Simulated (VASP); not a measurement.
Here is a VASP 6.6.1 calculation.

INCAR

```
ALGO = Normal ; EDIFF = 1E-6
EDIFFG = -0.01 ; ENCUT = 600
GGA = PE ; IBRION = 2
ISIF = 3 ; ISMEAR = 0
LASPH = True ; LCHARG = False
LREAL = False ; LWAVE = False
NELM = 60 ; NSW = 100
PREC = Accurate ; SIGMA = 0.1
```

The input KPOINTS:

```
k-points
0
Gamma
  6 6 8
```

POSCAR

```
Li4Cl
1.0
    6.0068142772      0.0000000000      0.0000000000
   -3.0034071386      5.2020537599      0.0000000000
    0.0000000000      0.0000000000      4.3921000735
Li Cl
4 1
Direct
    0.5910793199      0.0000000000      0.0000000000
    0.0000000000      0.5910793199      0.0000000000
    0.4089206801      0.4089206801      0.0000000000
    0.0000000000      0.0000000000      0.5000000000
    0.0000000000      0.0000000000      0.0000000000
```

Potentials or basis: VASP PAW PBE potentials, release 64 (Li_sv, Cl).

Launch:

```bash
$ cat potpaw_PBE.64/Li_sv/POTCAR potpaw_PBE.64/Cl/POTCAR > POTCAR
$ mpirun -np 1 vasp_std > vasp.out
```

(1) Estimate the relaxed cell.

(2) Estimate the relaxed volume.

(3) What does it give for the space group after relaxing (to 0.05 Å)?

Results:

(1) a = 6.000 Å, b = 6.000 Å, c = 4.380 Å, α = 90.00°, β = 90.00°, γ = 120.00°.

(2) 27.31 Å³/atom.

(3) P-62m (No. 189).

Caveat: the cutoff is under 1.25 times the usual one of these potentials, so pressure, stress and relaxed cells hold a basis-set (Pulay) error; an odd number of electrons without spin polarisation forces a metal; a magnetic or distorted state may lie lower.
